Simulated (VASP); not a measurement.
A run of VASP 6.6.1:

File INCAR:

```
PREC = Accurate
ENCUT = 520
EDIFF = 1E-6
ISMEAR = -1
SIGMA = 0.08
LREAL = F
LASPH = T
NELM = 100
ALGO = Normal
ISIF = 2
LWAVE = F
LCHARG = F
GGA = PE
NBANDS = 10
```

Contents of KPOINTS:

```
regular mesh
0
Gamma
  15 15 8
```

Contents of POSCAR:

```
Li
1.0
    3.0480347320      0.0000000000      0.0000000000
   -1.5240173660      2.6396755095      0.0000000000
    0.0000000000      0.0000000000      4.9899164750
Li
2
Direct
    0.3333333333      0.6666666667      0.2500000000
    0.6666666667      0.3333333333      0.7500000000
```

Potentials or basis: VASP PAW PBE potentials, release 64 (Li_sv).

Launch:

```console
$ cat potpaw_PBE.64/Li_sv/POTCAR > POTCAR
$ mpirun -np 1 vasp_std > vasp.out
```

Hardware: 1 thread of Intel(R) Xeon(R) Platinum 8488C (Sapphire Rapids) (shared host).

Problem. Estimate the wall time of this run.

Solution. Run time: 24 s on 1 thread of Intel(R) Xeon(R) Platinum 8488C (Sapphire Rapids), on a shared host, peak memory 0.17 GiB. Counts: scf iterations 11, k points 135.
